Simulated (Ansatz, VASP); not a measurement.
# Two plane-wave programs on Sn

```
Sn
1.0
    -2.94014    2.94014    1.59930
     2.94014   -2.94014    1.59930
     2.94014    2.94014   -1.59930
Sn
2
Direct
  0.00000 0.00000 0.00000
  0.75000 0.25000 0.50000
```

Alike in both runs: functional PBEsol; k mesh 7 × 7 × 7; occupations fermi-dirac, width 0.05 eV; non-collinear spin, spin-orbit coupling.

|  | VASP | Ansatz |
| --- | --- | --- |
| version | VASP 6.6.1 | Ansatz 0.2.0 |
| potentials or method | VASP PAW PBE potentials, release 64 (Sn_d) | Ansatz PAW |
| plane-wave cutoff (eV) | 520 | 420 |
| valence electrons in the cell | 28 | 28 |
| task | single point | band structure |

Ansatz gave:

```
pressure (GPa)                                                : -1.6
traceless stress, the component that is largest in VASP (GPa) : 0.45
```

**Question.** Estimate VASP's values.

**Answer.** Pressure (GPa): -1.7; traceless stress, the component that is largest in VASP (GPa): 0.44.

VASP's potentials were made for PBE, not for PBEsol.
